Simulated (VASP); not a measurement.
# H22CO12 in VASP: notebook, part 2 of 2

VASP 6.6.1. The steps go on from the part before.

## 3. Single point, PBE+D3(BJ)

Contents of INCAR:

```
  PREC = Accurate
  ENCUT = 520
  EDIFF = 1E-6
  ISMEAR = -1
  SIGMA = 0.05
  LREAL = Auto
  LASPH = True
  NELM = 60
  ALGO = Normal
  ISIF = 2
  LWAVE = False
  LCHARG = True
  GGA = PE
  IVDW = 12
  LELF = True
  LVHAR = True
  NBANDS = 72
```

Contents of KPOINTS:

```
regular mesh
0
Gamma
  1 1 1
```

Contents of POSCAR:

```
H22CO12
1.0
    7.1334920000      0.0000000000      0.0000000000
    0.0000000000      7.1334920000      0.0000000000
    0.0000000000      0.0000000000      7.1334920000
O H C
12 22 1
Direct
    0.4575318792      0.5388525003      0.4283736493
    0.1490013587      0.7289417301     -0.0331534682
    0.2041076096      0.1323194867      0.9839921318
    0.4559337839      0.5148530341      0.9105778769
    0.6363643500     -0.1252542233      1.1294888955
    0.4718025898      0.1567535227      0.3169415484
    0.1505573988      0.9111666488      0.4783071180
    0.0268592157      0.2038132236      0.2638118890
    0.7361752140      0.8676255612      0.4974562248
    0.8979192799      0.5076756237      1.1071996716
    0.8102763696      0.4719708104      0.7718379722
    1.0325237626      0.2713818141      0.7138439351
    0.5613660182      0.4825827239      0.5091335352
    0.4439200324      0.4359996479      0.3343804128
    0.0497792666      0.6584012430      0.0272377119
    0.1290532042      1.0090710132     -0.0282330169
    0.1693420277      0.1617160291      1.1155406076
    0.0964184161      0.2398684964      0.8810972242
    0.2420133085      0.6618077093      0.9013117278
    0.5360207876      0.6030706981      0.9606655478
    0.6600974670     -0.1255345909      1.2810415993
    0.5170118646     -0.1723840161      1.1262646681
    0.3554220009      0.0690685572      0.3128762183
    0.5398618236      0.1062873555      0.1907901488
    0.2191493311      0.8703170901      0.5966783169
    0.2317097994      0.8323553177      0.4052152859
   -0.0207892572      0.3114042884      0.2061262563
   -0.0821336871      0.1406744411      0.3018437534
    0.8792748348      0.8832280179      0.5203762757
    0.7077599582      0.9141245269      0.6294252520
    0.8084960353      0.5512447480      1.1939734425
    0.8531866301      0.4897601343      0.9777399344
    0.5385861511      0.4750828907      0.8103744982
    0.8623406320      0.3739542990      0.5397356582
    0.8829897055      0.3479221677      0.6827651871
```

Potentials or basis: VASP PAW PBE potentials, release 64 (O, H, C).

Started as:

```sh
$ cat potpaw_PBE.64/O/POTCAR potpaw_PBE.64/H/POTCAR potpaw_PBE.64/C/POTCAR > POTCAR
$ mpirun -np 1 vasp_gam > vasp.out
```

OUTCAR:

```text
PREC = Accurate
   ENCUT = 520
   EDIFF = 1E-6
   ISMEAR = -1
   LREAL = Auto
   LASPH = True
   NELM = 60
   ISIF = 2
   GGA = PE
   IVDW = 12
 IVDW          = 12

 ion  position               nearest neighbor table
   1  0.458  0.539  0.428-  14 1.00  13 1.02
   2  0.149  0.729  0.967-  19 0.94  15 0.97
   3  0.204  0.132  0.984-  17 0.99  16 1.03  18 1.31
   4  0.456  0.515  0.911-  20 0.92  33 0.97
   5  0.636  0.875  0.129-  22 0.92  21 1.09
   6  0.472  0.157  0.317-  23 1.04  24 1.08
   7  0.151  0.911  0.478-  26 0.96  25 1.02
   8  0.027  0.204  0.264-  27 0.93  28 0.94
   9  0.736  0.868  0.497-  30 1.02  29 1.04
  10  0.898  0.508  0.107-  31 0.94  32 0.99
  11  0.810  0.472  0.772-  35 1.21
  12  0.033  0.271  0.714-  35 1.22  18 1.30
  13  0.561  0.483  0.509-   1 1.02
  14  0.444  0.436  0.334-   1 1.00
  15  0.050  0.658  0.027-   2 0.97
  16  0.129  0.009  0.972-   3 1.03
  17  0.169  0.162  0.116-   3 0.99
  18  0.096  0.240  0.881-  12 1.30   3 1.31
  19  0.242  0.662  0.901-   2 0.94
  20  0.536  0.603  0.961-   4 0.92
  21  0.660  0.874  0.281-   5 1.09
  22  0.517  0.828  0.126-   5 0.92
[... 244 lines left out ...]
 Fermi energy:        -1.8818938308

 k-point     1 :       0.0000    0.0000    0.0000
  band No.  band energies     occupation
      1     -24.8658      2.00000
      2     -23.2401      2.00000
      3     -22.8185      2.00000
      4     -22.5663      2.00000
      5     -22.4901      2.00000
      6     -22.2552      2.00000
[... 53 lines left out ...]
     60       5.7124      0.00000
     61       5.8676      0.00000
 [bands above 61 left out]

------------------------ aborting loop because EDIFF is reached ----------------------------------------

 Edisp (eV)   -1.25007

 E8    (eV) :    -0.2616

  FORCE on cell =-STRESS in cart. coord.  units (eV):
  Direction    XX          YY          ZZ          XY          YZ          ZX
  --------------------------------------------------------------------------------------
  -------------------------------------------------------------------------------------
  Total       7.87118     7.90419     4.76349    -5.18191     3.71139    -4.08086
  in kB      34.74113    34.88682    21.02467   -22.87146    16.38099   -18.01174
  external pressure =       30.22 kB  Pullay stress =        0.00 kB

 VOLUME and BASIS-vectors are now :
 -----------------------------------------------------------------------------
  energy-cutoff  :      520.00
  volume of cell :      363.00
      direct lattice vectors                 reciprocal lattice vectors
     7.133492000  0.000000000  0.000000000     0.140183798  0.000000000  0.000000000
     0.000000000  7.133492000  0.000000000     0.000000000  0.140183798  0.000000000
     0.000000000  0.000000000  7.133492000     0.000000000  0.000000000  0.140183798

 POSITION                                       TOTAL-FORCE (eV/Angst)
 -----------------------------------------------------------------------------------
      3.26380      3.84390      3.05580         1.505815     -1.125657      0.319835
      1.06290      5.19990      6.89699        -0.635743      3.274786      0.390154
      1.45600      0.94390      7.01930        -1.409589     -0.944628     -1.763530
      3.25240      3.67270      6.49560        -1.694713     -1.671165     -1.122437
      4.53950      6.23999      0.92371         3.556548      1.068922      2.715759
      3.36560      1.11820      2.26090        -0.597927     -2.095380     -2.815375
[... 27 lines left out ...]
      6.15150      2.66760      3.85020        -1.085875     -1.068176     -2.958970
      6.29880      2.48190      4.87050         0.983543      2.047366     -2.427528
 -----------------------------------------------------------------------------------
    total drift:                                0.010158     -0.013356     -0.000518

  FREE ENERGIE OF THE ION-ELECTRON SYSTEM (eV)
  ---------------------------------------------------
  free  energy   TOTEN  =      -173.3799239464 eV

  energy  without entropy=     -173.3799239463  energy(sigma->0) =     -173.37992395
```

It took 52 s on 1 thread of AMD EPYC 7R43 (Zen 3), shared host; peak memory 0.31 GiB.

Results:

```
Free energy                : -173.3799 eV
Pressure                   : 3.0 GPa
Largest force              : 5.614 eV/Å
Band gap on the k mesh     : 4.16 eV
Dispersion energy per atom : -0.036 eV
```

Forces on the atoms (eV/Å):
```
O    1.506 -1.126  0.320
O   -0.636  3.275  0.390
O   -1.410 -0.945 -1.764
O   -1.695 -1.671 -1.122
O    3.557  1.069  2.716
O   -0.598 -2.095 -2.815
O    1.239 -0.765  2.161
O    1.735 -1.123  1.407
O    2.580  1.043  2.857
O    1.794 -0.578  0.855
O   -3.377  2.351  3.359
O    3.545 -3.525  2.556
H   -1.434  1.002 -1.000
H   -0.232  0.244  0.627
H   -0.118 -0.897  0.178
H    1.321  0.659 -0.168
H   -0.277  0.238  0.672
H    0.783 -0.795 -1.009
H    1.037 -1.629 -0.507
H    1.703  2.276  1.710
H   -0.137  0.001 -2.475
H   -3.442 -1.293 -0.301
H    1.721  1.815  0.580
H   -1.207  0.896  2.563
H   -1.334  1.020 -0.556
H   -0.020 -0.843 -1.455
H   -0.945  2.801 -1.275
H   -1.242 -1.360  0.732
H   -1.318 -0.627 -1.267
H   -0.718 -0.579 -1.778
H   -1.430  0.740  0.723
H   -0.852 -0.033 -1.033
H    0.001 -0.525 -0.493
H   -1.086 -1.068 -2.959
C    0.984  2.047 -2.428
```

Levels at points of the mesh, in eV from the valence-band top:
| k point | band 47 | band 48 | band 49 | band 50 | band 51 | band 52 |
| --- | --- | --- | --- | --- | --- | --- |
| (0.00, 0.00, 0.00) | -0.34 | -0.28 | 0.00 | 4.16 | 4.94 | 6.60 |

Caveat: the k points lie up to 0.88 Å⁻¹ apart.

## 4. Single point, PBE+D3(BJ)

Changes to INCAR since step 3:

```diff
@@ -11,7 +11,5 @@
   LWAVE = False
-  LCHARG = True
+  LCHARG = False
   GGA = PE
   IVDW = 12
-  LELF = True
-  LVHAR = True
   NBANDS = 72
```

Contents of KPOINTS:

```
Automatic mesh
0
Gamma
  1 1 1
```

Contents of POSCAR:

```
H22CO12
1.0
    7.1334920000      0.0000000000      0.0000000000
    0.0000000000      7.1334920000      0.0000000000
    0.0000000000      0.0000000000      7.1334920000
O H C
12 22 1
Direct
    0.4771996660      0.5128484058      0.3173200447
    0.2359854052      0.7099608439     -0.0708348730
    0.2462889143      0.1620104151      0.9445864662
    0.5231659333      0.4792603679      0.9012696727
    0.6139910159     -0.1763652360      1.1305963475
    0.4515740678      0.1305952260      0.3723001301
    0.1988787539      0.8320469133      0.4881760574
    0.0053830578      0.2162054713      0.3894446086
    0.7661184733      0.8811252610      0.5535577807
    0.8919754869      0.5293340204      1.1385167321
    0.8478736641      0.5045355066      0.7739687659
    1.0559484752      0.2776760666      0.7044656390
    0.5362871368      0.5757348575      0.4149580598
    0.4430649113      0.4061685357      0.3808933970
    0.2816713049      0.6801998236      0.0628443965
    0.2253594733      1.0510420422     -0.1466182341
    0.2086075095      0.1152591185      1.0653548080
    0.1017874556      0.2857366350      0.8393504892
    0.3194368200      0.6020193196      0.9019705917
    0.5980100630      0.4746062658      0.7910992260
    0.6915967664     -0.1629776833      1.2441031685
    0.6408081764     -0.3053203116      1.1041156281
    0.2945401775      0.1150067877      0.3714450090
    0.5073111458      0.0335600012      0.2956476295
    0.0735544387      0.7858423336      0.5231939701
    0.2901944798      0.7332453727      0.4611906763
   -0.0627182311      0.3290253918      0.3173901366
   -0.0619752570      0.1060069879      0.3450904550
    0.8429111577      0.9846650140      0.6106546415
    0.6260608409      0.9272176937      0.5738423762
    0.8687750684      0.6513780348      1.1838101171
    0.9410398161      0.5587585996      1.0079215060
    0.6039678744      0.3551416333      0.9211337168
    0.9285914949      0.4424200658      0.5174604527
    0.9507545533      0.4261727636      0.6707794724
```

Started as:

```sh
$ cat potpaw_PBE.64/O/POTCAR potpaw_PBE.64/H/POTCAR potpaw_PBE.64/C/POTCAR > POTCAR
$ mpirun -np 1 vasp_gam > vasp.out
```

Run time: 57 s. Hardware: 1 thread of AMD EPYC 7R43 (Zen 3), shared host; peak memory 0.31 GiB.

It converged, with:

```yaml
Free_energy: -171.9680 eV
Pressure: 1.2 GPa
Largest_force: 4.859 eV/Å
Band_gap_on_the_k_mesh: 3.96 eV
Dispersion_energy_per_atom: -0.036 eV
```

Forces in eV/Å, atoms in the order of the input:
```
O   -0.460  2.005 -2.232
O    0.930 -1.311  2.520
O    0.045 -1.723 -1.253
O    1.545 -3.681  0.830
O    0.674  1.281  1.007
O   -3.895  0.232  0.782
O   -0.399  0.578  0.007
O   -1.254  1.275 -2.965
O   -1.991  1.746  0.572
O    0.913 -1.091 -1.061
O   -1.335  2.470  3.006
O    0.346  1.553  0.973
H    1.497  1.707  1.557
H   -1.046 -3.665  0.930
H   -1.219  1.544 -0.790
H    0.546  1.378  1.632
H   -0.004 -0.303  0.594
H    0.266 -0.847  0.007
H   -0.007 -0.059 -1.661
H    0.350  2.048 -2.207
H   -0.251  0.438 -0.032
H   -0.552 -1.313 -0.865
H    4.113 -0.044  0.077
H   -0.542 -0.284 -0.580
H    0.936 -0.435 -0.203
H   -0.827 -0.286 -0.003
H    1.500 -2.155  0.543
H   -0.070 -0.104 -0.108
H   -0.812 -0.819 -0.457
H    2.760 -0.627 -0.369
H    0.028  1.352  0.863
H   -0.452 -0.640  1.019
H   -2.367  1.717  1.615
H    0.526  0.694  0.304
C    0.506 -2.633 -4.053
```

Stress tensor (GPa, compression positive):
```
-2.66  0.88 -1.57
 0.88  1.67  1.10
-1.57  1.10  4.67
```

Levels at points of the mesh, in eV from the valence-band top:
```
           k point  band 47  band 48  band 49  band 50  band 51  band 52
(0.00, 0.00, 0.00)    -0.38    -0.20     0.00     3.96     4.77     6.37
```

Caveat: the k points lie up to 0.88 Å⁻¹ apart.

## 5. Single point, PBE+D3(BJ)

Contents of INCAR:

```
ALGO = Normal ; EDIFF = 1E-7
ENCUT = 520 ; GGA = PE
ISIF = 2 ; ISMEAR = -1
IVDW = 12 ; LASPH = True
LCHARG = True ; LELF = True
LREAL = Auto ; LVHAR = True
LWAVE = False ; NBANDS = 72
NELM = 60 ; PREC = Accurate
SIGMA = 0.05
```

Contents of KPOINTS:

```
k-points
0
Gamma
  1 1 1
```

Contents of POSCAR:

```
H22CO12
1.0
    7.1334920000      0.0000000000      0.0000000000
    0.0000000000      7.1334920000      0.0000000000
    0.0000000000      0.0000000000      7.1334920000
O H C
12 22 1
Direct
    0.4986197503      0.4582888717      0.3374644564
    0.2548821811      0.7283809949     -0.1224365290
    0.2459384548      0.1434220435      0.9595300591
    0.5028533010      0.4592561399      0.8667003482
    0.5945335048     -0.1533470564      1.1126528214
    0.4162757875      0.0779702283      0.4589757723
    0.1980236327      0.7288856566      0.5405347059
    0.0383402687      0.1015211064      0.2884982558
    0.8005476140      0.8976669491      0.5294742042
    1.0079495428      0.5355862178      1.2335333102
    0.8581771733      0.5371282396      0.7903983070
    1.0952980672      0.3204040882      0.6708916194
    0.4809145367      0.5482728515      0.4320324464
    0.4493311270      0.3558145155      0.4038695214
    0.3156238207      0.8226826357     -0.1950657546
    0.1479780169      1.0694902300     -0.0957315155
    0.2384806768      0.1091050498      1.0867468555
    0.1851687785      0.3481324434      0.7534598763
    0.3410671800      0.6434997053      0.9196337502
    0.6294673072      0.5137736189      0.8284441897
    0.7179092652     -0.1189880076      1.1263347600
    0.6037996538     -0.2953111884      1.0973447506
    0.3257450909      0.0117474023      0.4961384971
    0.4513497737      0.0664891753      0.3281842890
    0.1263476569      0.6554994384      0.4644849956
    0.1930751447      0.6933490638      0.6866062232
    0.0505362591      0.2092663733      0.3548472473
   -0.0525969609      0.1022500621      0.2012198233
    0.9043817530      0.9718942700      0.5810478234
    0.6826950952      0.8820785108      0.6043043155
    1.1204750773      0.4624523305      1.1970995412
    0.9923470861      0.6015006395      1.1080267560
    0.4652419881      0.3540762364      0.7842162015
    0.8607845919      0.3297543475      0.6015286763
    0.9018023711      0.4153505744      0.6907977187
```

Started as:

```sh
$ cat potpaw_PBE.64/O/POTCAR potpaw_PBE.64/H/POTCAR potpaw_PBE.64/C/POTCAR > POTCAR
$ mpirun -np 1 vasp_gam > vasp.out
```

Run time: 62 s. Hardware: 1 thread of AMD EPYC 7R43 (Zen 3), shared host; peak memory 0.31 GiB.

The run converged. Its results:

```yaml
Free_energy: -171.0108 eV
Pressure: 6.2 GPa
Largest_force: 11.254 eV/Å
Band_gap_on_the_k_mesh: 3.30 eV
Dispersion_energy_per_atom: -0.036 eV
```

Forces in eV/Å, atoms in the order of the input:
```
O    0.785  0.285 -1.551
O   -3.805  2.349 -0.014
O    0.511  0.773 -1.777
O    0.689  0.010 -0.437
O   -2.746 -2.742 -0.915
O    8.504  6.943 -2.471
O    2.550  2.081  3.753
O    3.527 -3.930  1.019
O   -0.860 -0.493 -0.079
O    0.709  0.208 -2.186
O   -0.673  2.035  1.701
O   -5.762 -0.018 -3.359
H   -0.250  2.132  0.956
H   -0.711 -2.372  0.574
H    1.016  0.872  0.186
H   -0.368 -0.308 -0.363
H   -0.074 -0.415  2.019
H    3.668  1.553  4.014
H    2.968 -2.672  0.967
H   -1.472 -0.958  0.064
H    3.055  0.893  0.617
H   -0.352  1.765  0.556
H   -8.120 -6.325  2.317
H   -0.306 -0.841  0.210
H   -2.307 -2.005 -2.260
H   -0.412 -0.093 -2.599
H   -0.047  3.459  1.760
H   -3.404  0.666 -2.641
H   -0.886 -0.476  0.278
H    1.633  0.892 -0.328
H   -0.312  0.212  0.507
H   -0.141 -0.478  1.599
H    0.751  0.611  0.570
H   -5.029 -4.853 -6.167
C    7.671  1.238  3.482
```

Stress tensor (GPa, compression positive):
```
6.95 3.42 3.63
3.42 5.87 2.71
3.63 2.71 5.77
```

Levels at points of the mesh, in eV from the valence-band top:
| k point | band 47 | band 48 | band 49 | band 50 | band 51 | band 52 |
| --- | --- | --- | --- | --- | --- | --- |
| (0.00, 0.00, 0.00) | -0.76 | -0.47 | 0.00 | 3.30 | 3.73 | 6.03 |

Caveat: the k points lie up to 0.88 Å⁻¹ apart.
